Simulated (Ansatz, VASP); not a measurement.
# One calculation of Co, two programs

```
Co
1.0
     0.00000    1.68732    1.68732
     1.68732    0.00000    1.68732
     1.68732    1.68732    0.00000
Co
1
Cartesian
  0.0000 0.0000 0.0000
```

Alike in both runs: task single point; functional PBEsol; k mesh 17 × 17 × 17; occupations fermi-dirac, width 0.05 eV; collinear spin.

|  | VASP | Ansatz |
| --- | --- | --- |
| version | VASP 6.6.1 | Ansatz 0.2.0 |
| potentials or method | VASP PAW PBE potentials, release 64 (Co_sv), cutoff 690 eV | plane waves (420 eV) with PAW, scalar-relativistic |
| valence electrons in the cell | 17 | 17 |

|  | VASP | Ansatz | Ansatz less VASP |
| --- | --- | --- | --- |
| pressure (GPa) | 20.9 | 23.0 | +2.20 |
| net moment per atom (μB) | 1.50 | 1.51 | +0.001 |
| size of the moment on the site where the two differ most (μB) | 1.55 | 1.56 | +0.007 |

VASP's potentials were made for PBE, not for PBEsol, and Ansatz warns of the same on its side. Site moments also hang on the region over which each program counts them. With one functional, cell and mesh, what is left measures potentials, basis and numerics.
